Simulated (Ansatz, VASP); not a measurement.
## Two plane-wave programs on ZnSe

POSCAR

```
ZnSe
1.0
    3.8537997543      0.0000000000      0.0000000000
   -1.9268998771      3.3374884883      0.0000000000
    0.0000000000      0.0000000000      6.2521612189
Zn Se
2 2
Direct
    0.0000000000      0.0000000000      0.0000000000
    0.0000000000      0.0000000000      0.5000000000
    0.3333333333      0.6666666667      0.2500000000
    0.6666666667      0.3333333333      0.7500000000
```

INCAR.step1

```
PREC     = Accurate       # precision mode
ENCUT    = 520            # plane-wave cutoff, eV
ISMEAR   = -1             # smearing method
SIGMA    = 0.02           # smearing width, eV
LREAL    = F              # projectors in reciprocal space
LASPH    = T              # aspherical terms in the spheres
NELM     = 80             # most SCF steps
NBANDS   = 26             # bands
GGA      = PE             # functional
ALGO     = Normal         # electronic algorithm
EDIFF    = 1E-4           # SCF threshold, eV
LWAVE    = T              # write WAVECAR
LCHARG   = F              # write CHGCAR
```

Contents of INCAR.step2:

```
PREC     = Accurate       # precision mode
ENCUT    = 520            # plane-wave cutoff, eV
EDIFF    = 1E-6           # SCF threshold, eV
ISMEAR   = -1             # smearing method
SIGMA    = 0.02           # smearing width, eV
LREAL    = F              # projectors in reciprocal space
LASPH    = T              # aspherical terms in the spheres
NELM     = 80             # most SCF steps
ALGO     = Normal         # electronic algorithm
ISIF     = 2              # what is computed and relaxed
LWAVE    = F              # write WAVECAR
LCHARG   = F              # write CHGCAR
METAGGA  = R2SCAN         # meta-GGA
LMIXTAU  = T            
NBANDS   = 26             # bands
ISTART   = 1
```

The input KPOINTS:

```
regular mesh
0
Gamma
  6 6 4
```

Input for Ansatz:

```yaml
crystal:
  lattice:
    - [3.8537997543, 0.0, 0.0]
    - [-1.9268998771, 3.3374884883, 0.0]
    - [0.0, 0.0, 6.2521612189]
  atoms:
    - { symbol: Zn, position: [0.0, 0.0, 0.0] }
    - { symbol: Zn, position: [0.0, 0.0, 0.5] }
    - { symbol: Se, position: [0.3333333333, 0.6666666667, 0.25] }
    - { symbol: Se, position: [0.6666666667, 0.3333333333, 0.75] }
kpoints:
  mp_grid: { grid: [6, 6, 4] }
hamiltonian:
  xc: r2scan
scf:
  occupations: { method: fermi_dirac, width: 0.02 }
  n_extra_bands: 5
output:
  forces: true
  stress: true
  eigenvalues: true
```

Alike in both runs: task single point; functional r2SCAN; k mesh 6 × 6 × 4; occupations fermi-dirac, width 0.02 eV; no spin polarisation.

|  | VASP | Ansatz |
| --- | --- | --- |
| version | VASP 6.6.1 | Ansatz 0.2.0 |
| potentials or method | VASP PAW PBE potentials, release 64 (Zn, Se) | plane waves, PAW |
| plane-wave cutoff (eV) | 520 | 500 |
| valence electrons in the cell | 36 | 56 |

VASP gave:

| Item | Value |
| --- | --- |
| pressure (GPa) | -4.0 |
| traceless stress, the component that is largest in VASP (GPa) | -0.16 |

Q: Which values does Ansatz return?

A: Pressure (GPa): -4.2; traceless stress, the component that is largest in VASP (GPa): -0.09.

VASP's potentials were made for PBE, not for r2SCAN. VASP's potentials hold 36 valence electrons a cell and Ansatz's 56, so a difference there can come from the potentials and not from the codes.
